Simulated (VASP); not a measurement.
# Pt in VASP: notebook, part 3 of 3

VASP 6.6.1. Earlier steps stand in the parts before.

## (4) Single point, PBE0

This run uses another cell than the first one, of 16.54 Å³/atom.

POSCAR

```
Pt
1.0
   -1.6050673907      1.6050673907      1.6050673907
    1.6050673907     -1.6050673907      1.6050673907
    1.6050673907      1.6050673907     -1.6050673907
Pt
1
Direct
    0.0000000000      0.0000000000      0.0000000000
```

INCAR.step1

```
ALGO = Normal ; EDIFF = 1E-5
ENCUT = 520 ; GGA = PE
ISIF = 2 ; ISMEAR = -1
LASPH = T ; LCHARG = F
LREAL = F ; LWAVE = T
NBANDS = 11 ; NELM = 80
PREC = Accurate ; SIGMA = 0.05
```

INCAR.step2

```
AEXX = 0.25 ; ALGO = Normal
EDIFF = 1E-7 ; ENCUT = 520
GGA = PE ; ISIF = 2
ISMEAR = -1 ; ISTART = 1
LASPH = T ; LCHARG = F
LHFCALC = T ; LREAL = F
LWAVE = F ; NBANDS = 11
NELM = 80 ; PREC = Accurate
PRECFOCK = Normal ; SIGMA = 0.05
```

KPOINTS

```
k-points
0
Gamma
  6 6 6
```

Potentials or basis: VASP PAW PBE potentials, release 64 (Pt).

Run with:

```
$ cat potpaw_PBE.64/Pt/POTCAR > POTCAR
$ cp INCAR.step1 INCAR
$ mpirun -np 1 vasp_std > vasp.out
$ cp INCAR.step2 INCAR
$ mpirun -np 1 vasp_std > vasp.out
```

OUTCAR:

```text
AEXX = 0.25
   EDIFF = 1E-7
   ENCUT = 520
   GGA = PE
   ISIF = 2
   ISMEAR = -1
   ISTART = 1
   LASPH = T
   LHFCALC = T
   LREAL = F
   NELM = 80
   PREC = Accurate
   PRECFOCK = Normal

 ion  position               nearest neighbor table
   1  0.000  0.000  0.000-

  LATTYP: Found a body centered cubic cell.
 ALAT       =     3.2101347814

  Lattice vectors:

 A1 = (  -1.6050673907,   1.6050673907,   1.6050673907)
[... 401 lines left out ...]
      9      23.1893      0.00000
     10      29.0540      0.00000
     11      29.0540      0.00000

------------------------ aborting loop because EDIFF is reached ----------------------------------------

  FORCE on cell =-STRESS in cart. coord.  units (eV):
  Direction    XX          YY          ZZ          XY          YZ          ZX
  --------------------------------------------------------------------------------------
  -------------------------------------------------------------------------------------
  Total       -1.6916706     -1.6916706     -1.6916706      0.0000000      0.0000000      0.0000000
  in kB     -163.8651407   -163.8651407   -163.8651407      0.0000000      0.0000000      0.0000000
  external PRESSURE =    -163.8651407 kB  Pullay stress =       0.0000000 kB

 VOLUME and BASIS-vectors are now :
 -----------------------------------------------------------------------------
  energy-cutoff  :      520.00
  volume of cell :       16.54
      direct lattice vectors                 reciprocal lattice vectors
    -1.605067391  1.605067391  1.605067391     0.000000000  0.311513400  0.311513400
     1.605067391 -1.605067391  1.605067391     0.311513400  0.000000000  0.311513400
     1.605067391  1.605067391 -1.605067391     0.311513400  0.311513400  0.000000000

 POSITION                                       TOTAL-FORCE (eV/Angst)
 -----------------------------------------------------------------------------------
      0.00000      0.00000      0.00000        -0.000000      0.000000     -0.000000
 -----------------------------------------------------------------------------------
    total drift:                                0.000001      0.000000     -0.000000

  FREE ENERGIE OF THE ION-ELECTRON SYSTEM (eV)
  ---------------------------------------------------
  free  energy   TOTEN  =        -7.3489746608 eV

  energy  without entropy=       -7.3457867600  energy(sigma->0) =       -7.34738071
```

OUTCAR.step1:

```text
EDIFF = 1E-5
   ENCUT = 520
   GGA = PE
   ISIF = 2
   ISMEAR = -1
   LASPH = T
[... 428 lines left out ...]

 POSITION                                       TOTAL-FORCE (eV/Angst)
 -----------------------------------------------------------------------------------
      0.00000      0.00000      0.00000         0.000000     -0.000000     -0.000000
 -----------------------------------------------------------------------------------
    total drift:                                0.000000      0.000000     -0.000000

  FREE ENERGIE OF THE ION-ELECTRON SYSTEM (eV)
  ---------------------------------------------------
  free  energy   TOTEN  =        -5.9836080939 eV

  energy  without entropy=       -5.9764690812  energy(sigma->0) =       -5.98003859
```

Run time: 14 min. Hardware: 1 thread of Intel Xeon 8259CL, shared host; peak memory 0.15 GiB.

Results:

```yaml
Free_energy: -7.3490 eV
Pressure: -16.4 GPa
Band_gap_on_the_k_mesh: zero (bands 5 and 6 overlap by 3.30 eV)
```

Caveat: the k points lie up to 0.46 Å⁻¹ apart, too coarse for converged energies and pressures of a metal; the PAW data sets were made with another functional, which shifts forces and pressure a little; spin-orbit coupling is left out, which moves the levels of the heavy elements.

## (5) Single point, PBE0

This run uses another cell than the first one, of 16.86 Å³/atom.

POSCAR

```
Pt
1.0
   -1.6152910255      1.6152910255      1.6152910255
    1.6152910255     -1.6152910255      1.6152910255
    1.6152910255      1.6152910255     -1.6152910255
Pt
1
Direct
    0.0000000000      0.0000000000      0.0000000000
```

INCAR.step1

```
SYSTEM = Pt
ALGO = Normal ; EDIFF = 1E-5
ENCUT = 520 ; GGA = PE
ISIF = 2 ; ISMEAR = -1
LASPH = .True. ; LCHARG = .False.
LREAL = .False. ; LWAVE = .True.
NBANDS = 11 ; NELM = 60
PREC = Accurate ; SIGMA = 0.05
```

INCAR.step2

```
SYSTEM = Pt
AEXX = 0.25 ; ALGO = Normal
EDIFF = 1E-7 ; ENCUT = 520
GGA = PE ; ISIF = 2
ISMEAR = -1 ; ISTART = 1
LASPH = .True. ; LCHARG = .False.
LHFCALC = .True. ; LREAL = .False.
LWAVE = .False. ; NBANDS = 11
NELM = 60 ; PREC = Accurate
PRECFOCK = Normal ; SIGMA = 0.05
```

KPOINTS

```
k-points
0
Gamma
  6 6 6
  0 0 0
```

Run with:

```
$ cat potpaw_PBE.64/Pt/POTCAR > POTCAR
$ cp INCAR.step1 INCAR
$ mpirun -np 1 vasp_std > vasp.out
$ cp INCAR.step2 INCAR
$ mpirun -np 1 vasp_std > vasp.out
```

Wall time 10 min (1 thread of Intel Xeon 8259CL, shared host); peak memory 0.16 GiB.

The run converged. Its results:

| Property | Result |
| --- | --- |
| Free energy | -7.3137 eV |
| Pressure | -19.5 GPa |
| Band gap on the k mesh | zero (bands 5 and 6 overlap by 3.23 eV) |

Levels at points of the mesh, in eV from the Fermi level:
```tsv
k point	band 1	band 2	band 3	band 4	band 5	band 6	band 7	band 8	band 9	band 10
(0.00, 0.00, 0.00)	-9.92	-4.10	-4.10	-4.10	-1.90	-1.90	18.86	18.86	18.86	28.31
(0.50, 0.00, 0.00)	-7.10	-5.48	-1.96	-1.48	1.09	1.43	7.37	14.86	17.23	25.76
(0.50, 0.50, 0.50)	-6.77	-6.77	0.92	0.92	0.92	8.95	8.95	8.95	14.08	19.95
```

Caveat: the k points lie up to 0.46 Å⁻¹ apart, too coarse for converged energies and pressures of a metal; the PAW data sets were made with another functional, which shifts forces and pressure a little; spin-orbit coupling is left out, which moves the levels of the heavy elements.

## (6) Overview

```csv
level,cell,k mesh,smearing,grid for exact exchange (PRECFOCK),share of exact exchange,gap on the mesh (eV),pressure (GPa)
PBE,"a = 2.716, b = 2.768, c = 2.698 Å, angles 110.7, 107.3, 108.8°, 1 atom",19 × 19 × 19,methfessel-paxton 0.1 eV,-,-,none,-1.0
PBE0,"a = 2.780 Å, angles 109.5°, 1 atom",6 × 6 × 6,fermi-dirac 0.05 eV,Normal,0.25,none,-16.4
PBE0,"a = 2.798 Å, angles 109.5°, 1 atom",6 × 6 × 6,fermi-dirac 0.05 eV,Normal,0.25,none,-19.5
```

Alike in all rows: task single point; potentials or basis VASP PAW PBE potentials, release 64 (Pt); no spin polarisation; cutoff (eV) 520.

Caveats: some runs use coarse meshes; spin-orbit coupling is left out, which moves the levels of the heavy elements; the PAW data sets were made with another functional, which shifts forces and pressure a little (at least some runs).

Total energies depend on the potentials used, so only differences within one code and one set of settings carry meaning.
